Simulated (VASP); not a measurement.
# Hg (P6/mmm) in VASP: a series of runs

Aim: see how the results for Hg move with the level of theory and the settings. Levels: LDA, PBEsol, r2SCAN. Tasks: single point, relaxation of cell and atoms.

All numbers are computed with VASP 6.6.1; they aren't measurements. Logs are shortened: lines on timing, memory, paths and dates and some standing lists are left out, and cuts for length are marked.

## (1) The cell of the first run

It takes space group P6/mmm (No. 191, hexagonal). The conventional cell has a = 5.143 Å, b = 5.143 Å, c = 2.981 Å, α = 90.00°, β = 90.00°, γ = 120.00°. Within 3.9 Å of Hg (site symmetry -6m2) lie 11 Hg at 2.97 to 3.32 Å. Within 3.9 Å of Hg (site symmetry 6/mmm) lie 14 Hg at 2.98 to 3.32 Å.

## (2) Single point, LDA

File INCAR:

```
PREC = Accurate ; ENCUT = 520
EDIFF = 1E-6 ; ISMEAR = 1
SIGMA = 0.1 ; LREAL = False
LASPH = True ; NELM = 100
ALGO = Normal ; ISIF = 2
LWAVE = False ; LCHARG = False
GGA = CA ; NBANDS = 25
```

File KPOINTS:

```
Automatic mesh
0
Gamma
  7 7 9
```

File POSCAR:

```
Hg
1.0
    5.1434325215      0.0000000000      0.0000000000
   -2.5717162607      4.4543432262      0.0000000000
    0.0000000000      0.0000000000      2.9807682454
Hg
3
Direct
    0.3333333333      0.6666666667      0.5000000000
    0.6666666667      0.3333333333      0.5000000000
    0.0000000000      0.0000000000      0.0000000000
```

Potentials or basis: VASP PAW LDA potentials, release 64 (Hg).

Started as:

```console
$ cat potpaw_LDA.64/Hg/POTCAR > POTCAR
$ mpirun -np 1 vasp_std > vasp.out
```

OUTCAR:

```text
PREC = Accurate
   ENCUT = 520
   EDIFF = 1E-6
   ISMEAR = 1
   LREAL = False
   LASPH = True
   NELM = 100
   ISIF = 2
   GGA = CA

 ion  position               nearest neighbor table
   1  0.333  0.667  0.500-   2 2.97   2 2.97   2 2.97   3 3.32   3 3.32   3 3.32   3 3.32   3 3.32
                             3 3.32
   2  0.667  0.333  0.500-   1 2.97   1 2.97   1 2.97   3 3.32   3 3.32   3 3.32   3 3.32   3 3.32
                             3 3.32
   3  0.000  0.000  0.000-   1 3.32   2 3.32   1 3.32   2 3.32   1 3.32   1 3.32   2 3.32   2 3.32
                             2 3.32   2 3.32   1 3.32   1 3.32

  LATTYP: Found a hexagonal cell.
 ALAT       =     5.1434325215
 C/A-ratio  =     0.5795289883

  Lattice vectors:

 A1 = (   5.1434325215,   0.0000000000,   0.0000000000)
 A2 = (  -2.5717162607,   4.4543432262,   0.0000000000)
 A3 = (   0.0000000000,   0.0000000000,   2.9807682454)

Analysis of symmetry for initial positions (statically):
=====================================================================
 Subroutine PRICEL returns:
 Original cell was already a primitive cell.

 Routine SETGRP: Setting up the symmetry group for a
 hexagonal supercell.

 Subroutine GETGRP returns: Found 24 space group operations
 (whereof 24 operations were pure point group operations)
 out of a pool of 24 trial point group operations.

The static configuration has the point symmetry D_6h.

Analysis of symmetry for dynamics (positions and initial velocities):
=====================================================================
 Subroutine PRICEL returns:
 Original cell was already a primitive cell.

 Routine SETGRP: Setting up the symmetry group for a
 hexagonal supercell.

 Subroutine GETGRP returns: Found 24 space group operations
 (whereof 24 operations were pure point group operations)
 out of a pool of 24 trial point group operations.

The dynamic configuration has the point symmetry D_6h.

 Subroutine INISYM returns: Found 24 space group operations
 (whereof 24 operations are pure point group operations),
 and found     1 'primitive' translations

----------------------------------------------------------------------------------------

                                     Primitive cell

  volume of cell :      68.2912

  direct lattice vectors                    reciprocal lattice vectors
     5.143432522  0.000000000  0.000000000     0.194422693  0.112249994  0.000000000
    -2.571716261  4.454343226  0.000000000     0.000000000  0.224499988  0.000000000
     0.000000000  0.000000000  2.980768245     0.000000000  0.000000000  0.335483982

  length of vectors
     5.143432522  5.143432521  2.980768245     0.224499988  0.224499988  0.335483982

  position of ions in fractional coordinates (direct lattice)
     0.333333333  0.666666667  0.500000000
     0.666666667  0.333333333  0.500000000
     0.000000000  0.000000000  0.000000000

  ion indices of the primitive-cell ions
   primitive index   ion index
                 1           1
                 2           2
                 3           3

----------------------------------------------------------------------------------------

 KPOINTS: Automatic mesh

Automatic generation of k-mesh.
 Grid dimensions read from file:
 generate k-points for:    7    7    9

 Generating k-lattice:

  Cartesian coordinates                     Fractional coordinates (reciprocal lattice)
     0.027774670  0.016035713  0.000000000     0.142857143  0.000000000  0.000000000
     0.000000000  0.032071427  0.000000000     0.000000000  0.142857143  0.000000000
     0.000000000  0.000000000  0.037275998     0.000000000  0.000000000  0.111111111

  Length of vectors
     0.032071427  0.032071427  0.037275998

  Shift w.r.t. Gamma in fractional coordinates (k-lattice)
     0.000000000  0.000000000  0.000000000

 Subroutine IBZKPT returns following result:
 ===========================================

 Found     40 irreducible k-points:

 Following reciprocal coordinates:
            Coordinates               Weight
[... 43 lines left out ...]

  energy without entropy =       -2.83779482  energy(sigma->0) =       -2.83758243

 E-fermi :   2.7826     XC(G=0): -11.3761

 val. band max:        2.6804141020   @ k =   0.0000   0.0000   0.2222
 cond. band min:       2.8060262373   @ k =   0.4286   0.0000   0.2222
 fundamental gap:      0.1256121353
 Fermi energy:         2.7825850756

 k-point     1 :       0.0000    0.0000    0.0000
  band No.  band energies     occupation
      1      -6.6042      2.00000
      2      -5.4814      2.00000
      3      -4.9374      2.00000
      4      -4.6632      2.00000
      5      -4.3641      2.00000
      6      -4.3641      2.00000
[... 17 lines left out ...]
     24      17.4547      0.00000
     25      17.4614      0.00000

 k-point     2 :       0.1429    0.0000    0.0000
  band No.  band energies     occupation
      1      -6.4251      2.00000
      2      -5.4481      2.00000
      3      -4.9777      2.00000
      4      -4.7616      2.00000
      5      -4.5703      2.00000
      6      -4.5495      2.00000
[... 17 lines left out ...]
     24      16.4554      0.00000
     25      16.5815      0.00000

 k-point     3 :       0.2857    0.0000    0.0000
  band No.  band energies     occupation
      1      -5.9379      2.00000
      2      -5.3716      2.00000
      3      -5.1314      2.00000
      4      -4.9956      2.00000
      5      -4.6960      2.00000
      6      -4.6674      2.00000
[... 17 lines left out ...]
     24      13.6214      0.00000
     25      14.5557      0.00000

 k-point     4 :       0.4286    0.0000    0.0000
  band No.  band energies     occupation
      1      -5.4506      2.00000
      2      -5.3753      2.00000
      3      -5.2046      2.00000
      4      -5.0215      2.00000
      5      -4.7528      2.00000
      6      -4.7139      2.00000
[... 17 lines left out ...]
     24      12.3583      0.00000
     25      14.2928      0.00000
[... 477 lines left out ...]
 k-point    22 :       0.2857    0.1429    0.2222
  band No.  band energies     occupation
      1      -5.0789      2.00000
      2      -4.9849      2.00000
      3      -4.8103      2.00000
      4      -4.6418      2.00000
      5      -4.3686      2.00000
      6      -4.3150      2.00000
[... 17 lines left out ...]
     24      11.7668      0.00000
     25      12.1839      0.00000

 k-point    23 :       0.4286    0.1429    0.2222
  band No.  band energies     occupation
      1      -5.0910      2.00000
      2      -4.8375      2.00000
      3      -4.8372      2.00000
      4      -4.6491      2.00000
      5      -4.3744      2.00000
      6      -4.3386      2.00000
[... 17 lines left out ...]
     24      11.7795      0.00000
     25      12.9994      0.00000

 k-point    24 :       0.2857    0.2857    0.2222
  band No.  band energies     occupation
      1      -5.1136      2.00000
      2      -4.8656      2.00000
      3      -4.8225      2.00000
      4      -4.6259      2.00000
      5      -4.3830      2.00000
      6      -4.3722      2.00000
[... 17 lines left out ...]
     24      11.0150      0.00000
     25      13.5660      0.00000

 [... further k-points ...]
[... 5 lines left out ...]
  --------------------------------------------------------------------------------------
  -------------------------------------------------------------------------------------
  Total        0.2084725      0.2084725      0.2515087      0.0000000      0.0000000      0.0000000
  in kB        4.8909630      4.8909630      5.9006330      0.0000000      0.0000000      0.0000000
  external PRESSURE =       5.2275196 kB  Pullay stress =       0.0000000 kB

 VOLUME and BASIS-vectors are now :
 -----------------------------------------------------------------------------
  energy-cutoff  :      520.00
  volume of cell :       68.29
      direct lattice vectors                 reciprocal lattice vectors
     5.143432522  0.000000000  0.000000000     0.194422693  0.112249994  0.000000000
    -2.571716261  4.454343226  0.000000000     0.000000000  0.224499988  0.000000000
     0.000000000  0.000000000  2.980768245     0.000000000  0.000000000  0.335483982

 POSITION                                       TOTAL-FORCE (eV/Angst)
 -----------------------------------------------------------------------------------
     -0.00000      2.96956      1.49038         0.000000      0.000000      0.000000
      2.57172      1.48478      1.49038        -0.000000      0.000000      0.000000
      0.00000      0.00000      0.00000         0.000000      0.000000      0.000000
 -----------------------------------------------------------------------------------
    total drift:                                0.000000     -0.000000      0.000000

  FREE ENERGIE OF THE ION-ELECTRON SYSTEM (eV)
  ---------------------------------------------------
  free  energy   TOTEN  =        -2.8374762437 eV

  energy  without entropy=       -2.8377948165  energy(sigma->0) =       -2.83758243
```

Wall time 22 s (1 thread of Oxide Virtual Turin-like, shared host); peak memory 0.15 GiB.

What came out:

* Free energy: -2.8375 eV
* Pressure: 0.5 GPa
* Band gap on the k mesh: zero (bands 18 and 19 overlap by 3.87 eV)

Stress tensor (GPa, compression positive):
```
0.49 0.00 0.00
0.00 0.49 0.00
0.00 0.00 0.59
```

Levels at points of the mesh, in eV from the Fermi level:
```tsv
k point	band 15	band 16	band 17	band 18	band 19	band 20	band 21	band 22
(0.00, 0.00, 0.00)	-5.73	-5.73	-1.08	-0.66	1.80	1.80	1.85	1.85
```

Caveat: spin-orbit coupling is left out, which moves the levels of the heavy elements.

## (3) Single point, PBEsol

This run uses another cell than the first one, of 24.15 Å³/atom.

File INCAR:

```
SYSTEM = Hg
PREC = Accurate
ENCUT = 520
EDIFF = 1E-6
ISMEAR = 1
SIGMA = 0.1
LREAL = .FALSE.
LASPH = .TRUE.
NELM = 80
ALGO = Normal
ISIF = 2
LWAVE = .FALSE.
LCHARG = .FALSE.
GGA = PS
NBANDS = 25
```

File KPOINTS:

```
regular mesh
0
G
  7 7 9
  0 0 0
```

File POSCAR:

```
Hg
1.0
    5.2442365442      0.0000000000      0.0000000000
   -2.6221182721      4.5416420708      0.0000000000
    0.0000000000      0.0000000000      3.0421588561
Hg
3
Direct
    0.3333333333      0.6666666667      0.5000000000
    0.6666666667      0.3333333333      0.5000000000
    0.0000000000      0.0000000000      0.0000000000
```

Potentials or basis: VASP PAW PBE potentials, release 64 (Hg).

Started as:

```console
$ cat potpaw_PBE.64/Hg/POTCAR > POTCAR
$ mpirun -np 1 vasp_std > vasp.out
```

Wall time 30 s (1 thread of Oxide Virtual Turin-like, shared host); peak memory 0.18 GiB.

Results (log left out):

| Quantity | Value |
| --- | --- |
| Free energy | -1.6745 eV |
| Pressure | 0.3 GPa |
| Band gap on the k mesh | zero (bands 18 and 19 overlap by 3.57 eV) |

Levels at points of the mesh, in eV from the Fermi level:
```tsv
k point	band 15	band 16	band 17	band 18	band 19	band 20	band 21	band 22
(0.00, 0.00, 0.00)	-5.68	-5.68	-1.18	-0.79	1.78	1.78	1.84	1.84
```

Caveat: the PAW data sets were made with another functional, which shifts forces and pressure a little; spin-orbit coupling is left out, which moves the levels of the heavy elements.

## (4) Single point, r2SCAN

This run uses another cell than the first one, of 26.90 Å³/atom.

File POSCAR:

```
Hg
1.0
    5.4359531858      0.0000000000      0.0000000000
   -2.7179765929      4.7076735527      0.0000000000
    0.0000000000      0.0000000000      3.1536039543
Hg
3
Direct
    0.3333333333      0.6666666667      0.5000000000
    0.6666666667      0.3333333333      0.5000000000
    0.0000000000      0.0000000000      0.0000000000
```

File INCAR.step1:

```
SYSTEM = Hg
PREC = Accurate
ENCUT = 520
ISMEAR = 1
SIGMA = 0.1
LREAL = .False.
LASPH = .True.
NELM = 80
NBANDS = 25
GGA = PE
ALGO = Normal
EDIFF = 1E-4
LWAVE = .True.
LCHARG = .False.
```

File INCAR.step2:

```
SYSTEM = Hg
PREC = Accurate
ENCUT = 520
EDIFF = 1E-7
ISMEAR = 1
SIGMA = 0.1
LREAL = .False.
LASPH = .True.
NELM = 80
ALGO = Normal
ISIF = 2
LWAVE = .False.
LCHARG = .True.
METAGGA = R2SCAN
LMIXTAU = .True.
LELF = .True.
LVHAR = .True.
NBANDS = 25
ISTART = 1
```

File KPOINTS:

```
Automatic mesh
0
Gamma
  7 7 9
  0 0 0
```

Started as:

```console
$ cat potpaw_PBE.64/Hg/POTCAR > POTCAR
$ cp INCAR.step1 INCAR
$ mpirun -np 1 vasp_std > vasp.out
$ cp INCAR.step2 INCAR
$ mpirun -np 1 vasp_std > vasp.out
```

It took 2.4 min on 1 thread of Oxide Virtual Turin-like, shared host; peak memory 0.2 GiB.

It converged, with:

* Free energy: -148.0994 eV
* Pressure: 0.2 GPa
* Band gap on the k mesh: zero (bands 18 and 19 overlap by 2.51 eV)

Levels at points of the mesh, in eV from the Fermi level:
```csv
k point,band 16,band 17,band 18,band 19,band 20,band 21
"(0.00, 0.00, 0.00)",-6.12,-1.58,-1.21,1.91,1.91,1.99
```

Caveat: the PAW data sets were made with another functional, which shifts forces and pressure a little; spin-orbit coupling is left out, which moves the levels of the heavy elements.

## (5) Relaxation of cell and atoms, PBEsol

This run uses another cell than the first one, of 27.48 Å³/atom.

File INCAR:

```
ALGO = Normal ; EDIFF = 1E-6
EDIFFG = -0.05 ; ENCUT = 600
GGA = PS ; IBRION = 2
ISIF = 3 ; ISMEAR = 1
LASPH = True ; LCHARG = False
LREAL = False ; LWAVE = False
NELM = 60 ; NSW = 80
PREC = Accurate ; SIGMA = 0.1
```

File KPOINTS:

```
k-points
0
Gamma
  7 7 9
```

File POSCAR:

```
Hg
1.0
    5.4666960000      0.0000000000      0.0000000000
   -2.7333480000      4.7342980000      0.0000000000
    0.0000000000      0.0000000000      3.1852180000
Hg
3
Direct
    0.3333333333      0.6666666667      0.5000000000
    0.6666666667      0.3333333333      0.5000000000
    0.0000000000      0.0000000000      0.0000000000
```

Started as:

```console
$ cat potpaw_PBE.64/Hg/POTCAR > POTCAR
$ mpirun -np 1 vasp_std > vasp.out
```

It took 2.3 min on 1 thread of Oxide Virtual Turin-like, shared host; peak memory 0.24 GiB.

Results (log left out):

| Property | Result |
| --- | --- |
| Free energy | -1.6754 eV |
| Relaxed volume | 24.53 Å³/atom |
| Relaxed cell | a = 5.269 Å, b = 5.269 Å, c = 3.060 Å, α = 90.00°, β = 90.00°, γ = 120.00° |
| Space group after relaxing (to 0.1 Å) | P6/mmm (No. 191) |
| Energy gained by relaxing | 29.2 meV/atom |
| Ionic steps | 4 |
| Pressure after relaxing | -0.1 GPa |
| Band gap on the k mesh | zero (bands 18 and 19 overlap by 3.44 eV) |

Step by step:
```csv
step,energy change (eV),largest force (eV/Å),pressure (GPa),volume (Å³)
1,0.0000,0.0000,-2.52,82.44
2,-0.0652,0.0000,-1.58,77.38
3,-0.0834,0.0000,0.87,71.70
4,-0.0876,0.0000,-0.14,73.58
```

Final structure:
```cif
data_structure
_symmetry_space_group_name_H-M 'P 1'
_symmetry_Int_Tables_number 1
_cell_length_a 5.2694
_cell_length_b 5.2694
_cell_length_c 3.0600
_cell_angle_alpha 90.000
_cell_angle_beta 90.000
_cell_angle_gamma 120.000
_cell_volume 73.58
loop_
_atom_site_label
_atom_site_type_symbol
_atom_site_fract_x
_atom_site_fract_y
_atom_site_fract_z
_atom_site_occupancy
Hg1 Hg 0.33333 0.66667 0.50000 1
Hg2 Hg 0.66667 0.33333 0.50000 1
Hg3 Hg 0.00000 0.00000 0.00000 1
```

Levels at points of the mesh, in eV from the Fermi level:
```csv
k point,band 15,band 16,band 17,band 18,band 19,band 20,band 21,band 22
"(0.00, 0.00, 0.00)",-5.64,-5.64,-1.17,-0.79,1.82,1.82,1.88,1.88
```

Caveat: the PAW data sets were made with another functional, which shifts forces and pressure a little; spin-orbit coupling is left out, which moves the levels of the heavy elements.

## (6) Relaxation of cell and atoms, LDA

This run uses another cell than the first one, of 27.48 Å³/atom.

File INCAR:

```
ALGO = Normal
EDIFF = 1E-7
EDIFFG = -0.05
ENCUT = 600
GGA = CA
IBRION = 2
ISIF = 3
ISMEAR = 1
LASPH = True
LCHARG = False
LREAL = False
LWAVE = False
NELM = 100
NSW = 80
PREC = Accurate
SIGMA = 0.1
```

KPOINTS is that of step 5.

POSCAR is that of step 5.

Potentials or basis: VASP PAW LDA potentials, release 64 (Hg).

Started as:

```console
$ cat potpaw_LDA.64/Hg/POTCAR > POTCAR
$ mpirun -np 1 vasp_std > vasp.out
```

It took 1.7 min on 1 thread of Oxide Virtual Turin-like, shared host; peak memory 0.2 GiB.

It converged, with:

```
Free energy                           : -2.8397 eV
Relaxed volume                        : 23.14 Å³/atom
Relaxed cell                          : a = 5.171 Å, b = 5.171 Å, c = 2.998 Å, α = 90.00°, β = 90.00°, γ = 120.00°
Space group after relaxing (to 0.1 Å) : P6/mmm (No. 191)
Energy gained by relaxing             : 79.1 meV/atom
Ionic steps                           : 3
Pressure after relaxing               : -0.2 GPa
Band gap on the k mesh                : zero (bands 18 and 19 overlap by 3.84 eV)
```

The path:
```csv
step,energy change (eV),largest force (eV/Å),pressure (GPa),volume (Å³)
1,0.0000,0.0000,-4.44,82.44
2,-0.2008,0.0000,-2.44,73.68
3,-0.2372,0.0000,-0.18,69.43
```

Final structure:
```xyz
3
Lattice="5.1715 0.0000 0.0000 -2.5857 4.4786 0.0000 0.0000 0.0000 2.9976" Properties=species:S:1:pos:R:3 pbc="T T T"
Hg    0.0000    2.9857    1.4988
Hg    2.5857    1.4929    1.4988
Hg   -2.5857    4.4786    2.9976
```

Levels at points of the mesh, in eV from the Fermi level:
| k point | band 16 | band 17 | band 18 | band 19 | band 20 | band 21 |
| --- | --- | --- | --- | --- | --- | --- |
| (0.00, 0.00, 0.00) | -5.74 | -1.13 | -0.72 | 1.78 | 1.78 | 1.82 |

Caveat: the volume moved by over 15 % at a fixed basis, so the end points are rough; spin-orbit coupling is left out, which moves the levels of the heavy elements.

## (7) Overview

```csv
task,level,potentials or basis,cell,cutoff (eV),gap on the mesh (eV),pressure (GPa),relaxed volume (Å³/atom)
single point,LDA,"VASP PAW LDA potentials, release 64 (Hg)","a = 5.143, b = 5.143, c = 2.981 Å, angles 90.0, 90.0, 120.0°, 3 atoms",520,none,0.5,-
single point,PBEsol,"VASP PAW PBE potentials, release 64 (Hg)","a = 5.244, b = 5.244, c = 3.042 Å, angles 90.0, 90.0, 120.0°, 3 atoms",520,none,0.3,-
single point,r2SCAN,"VASP PAW PBE potentials, release 64 (Hg)","a = 5.436, b = 5.436, c = 3.154 Å, angles 90.0, 90.0, 120.0°, 3 atoms",520,none,0.2,-
relaxation of cell and atoms,PBEsol,"VASP PAW PBE potentials, release 64 (Hg)","relaxed from a = 5.467, b = 5.467, c = 3.185 Å, angles 90.0, 90.0, 120.0°, 3 atoms",600,none,-0.1,24.53
relaxation of cell and atoms,LDA,"VASP PAW LDA potentials, release 64 (Hg)","relaxed from a = 5.467, b = 5.467, c = 3.185 Å, angles 90.0, 90.0, 120.0°, 3 atoms",600,none,-0.2,23.14
```

Alike in all rows: no spin polarisation; k mesh 7 × 7 × 9; smearing methfessel-paxton 0.1 eV.

Caveats: spin-orbit coupling is left out, which moves the levels of the heavy elements; the PAW data sets were made with another functional, which shifts forces and pressure a little (at least some runs); the volume moved by over 15 % at a fixed basis, so the end points are rough (at least some runs).

Total energies depend on the potentials used, so only differences within one code and one set of settings carry meaning.

The gap in the log of VASP goes by the Fermi energy; the results here count the filled bands.